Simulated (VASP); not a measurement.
A run of VASP 6.6.1:

Contents of POSCAR:

```
Cu3Te
1.0
    3.8940398400      0.0000000000      0.0000000000
    0.0000000000      3.8940398400      0.0000000000
    0.0000000000      0.0000000000      3.9466620000
Cu Te
3 1
Direct
    0.0000000000      0.5000000000      0.5000000000
    0.5000000000      0.0000000000      0.5000000000
    0.5000000000      0.5000000000      0.0000000000
    0.0000000000      0.0000000000      0.0000000000
```

Contents of INCAR.step1:

```
SYSTEM = Cu3Te
PREC = Accurate
ENCUT = 520
ISMEAR = -1
SIGMA = 0.1
LREAL = .FALSE.
LASPH = .TRUE.
NELM = 80
NBANDS = 28
GGA = PE
ALGO = Normal
EDIFF = 1E-4
LWAVE = .TRUE.
LCHARG = .FALSE.
```

INCAR.step2

```
SYSTEM = Cu3Te
PREC = Accurate
ENCUT = 520
EDIFF = 1E-7
ISMEAR = -1
SIGMA = 0.1
LREAL = .FALSE.
LASPH = .TRUE.
NELM = 80
ALGO = Normal
ISIF = 2
LWAVE = .FALSE.
LCHARG = .FALSE.
METAGGA = R2SCAN
LMIXTAU = .TRUE.
NBANDS = 28
ISTART = 1
```

KPOINTS

```
Automatic mesh
0
G
  6 6 6
  0 0 0
```

Potentials or basis: VASP PAW PBE potentials, release 64 (Cu, Te).

The run is started by

```sh
$ cat potpaw_PBE.64/Cu/POTCAR potpaw_PBE.64/Te/POTCAR > POTCAR
$ cp INCAR.step1 INCAR
$ mpirun -np 1 vasp_std > vasp.out
$ cp INCAR.step2 INCAR
$ mpirun -np 1 vasp_std > vasp.out
```

Hardware: 1 thread of Intel(R) Xeon(R) Platinum 8488C (Sapphire Rapids), on a shared host.

Q: Estimate the wall time of this run.

A: Wall time 3 min on 1 thread of Intel(R) Xeon(R) Platinum 8488C (Sapphire Rapids) (shared host), peak memory 0.2 GiB. Counts: k points 40.
